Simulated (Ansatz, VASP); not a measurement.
AlIn3Sb2 in VASP and in Ansatz

```
Al In Sb
1.0
     5.73159    0.00000    0.00000
     0.00000    5.73159    0.00000
     0.00000    0.00000    6.05507
Al In Sb
1 3 2
Direct
  0.50000 0.50000 0.00000
  0.50000 0.00000 0.50000
  0.00000 0.50000 0.50000
  0.50000 0.50000 0.50000
  0.50000 0.00000 0.00000
  0.00000 0.50000 0.00000
```

Alike in both runs: functional PBE; k mesh 8 × 8 × 6; occupations gaussian, width 0.1 eV; no spin polarisation.

Ansatz relaxed the structure, and its values are those at the end. VASP's run is a single point on that final structure, the one shown.

|  | VASP | Ansatz |
| --- | --- | --- |
| version | VASP 6.6.1 | Ansatz 0.2.0 |
| potentials or method | VASP PAW PBE potentials, release 64 (Al, In_d, Sb), cutoff 520 eV | scalar-relativistic, plane waves, PAW |
| valence electrons in the cell | 52 | 72 |

|  | VASP | Ansatz | Ansatz less VASP |
| --- | --- | --- | --- |
| gap on the k mesh at the Fermi level (eV) | none | none | - |
| pressure (GPa) | 0.0 | 0.0 | +0.03 |

A gap of «none» marks a metal or a gap that the smearing closes. VASP's potentials hold 52 valence electrons a cell and Ansatz's 72, so a difference there can come from the potentials and not from the codes.

Neither program's run includes spin-orbit coupling.
